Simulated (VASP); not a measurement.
Sr2TeS, 4 atoms in the cell. Symmetry: R-3m, No. 166, trigonal system. The conventional cell has a = 4.493 Å, b = 4.493 Å, c = 22.203 Å, α = 90.00°, β = 90.00°, γ = 120.00°. Within 4.1 Å of S (site symmetry -3m) lie 6 Sr at 3.09 Å. Te (site symmetry -3m) has 6 Sr at 3.29 Å within 4.3 Å. Sr (site symmetry 3m) has 3 S at 3.09 Å and 3 Te at 3.29 Å and 3 Sr at 4.24 Å within 4.3 Å. 

* Program: VASP 6.6.1
* Task: single point
* Functional: PBE
* Potentials or basis: VASP PAW PBE potentials, release 64 (S, Te, Sr_sv)
* Cutoff: 520 eV
* k mesh: 4 × 4 × 4
* Occupations: gaussian, width 0.01 eV
* Spin: no spin polarisation
* Dipole correction: no
* Further INCAR settings: ALGO = Normal; EDIFF = 1e-06; NBANDS = 24

Potentials or basis: VASP PAW PBE potentials, release 64 (S, Te, Sr_sv).

Run with:

```console
$ cat potpaw_PBE.64/S/POTCAR potpaw_PBE.64/Te/POTCAR potpaw_PBE.64/Sr_sv/POTCAR > POTCAR
$ mpirun -np 1 vasp_std > vasp.out
```

Hardware: 1 thread of Intel(R) Xeon(R) Platinum 8488C (Sapphire Rapids) (shared host).

Problem. Estimate the wall time of this run.

Solution. It took 2.5 min on 1 thread of Intel(R) Xeon(R) Platinum 8488C (Sapphire Rapids), on a shared host, peak memory 0.47 GiB. Counts: scf iterations 14, k points 13.
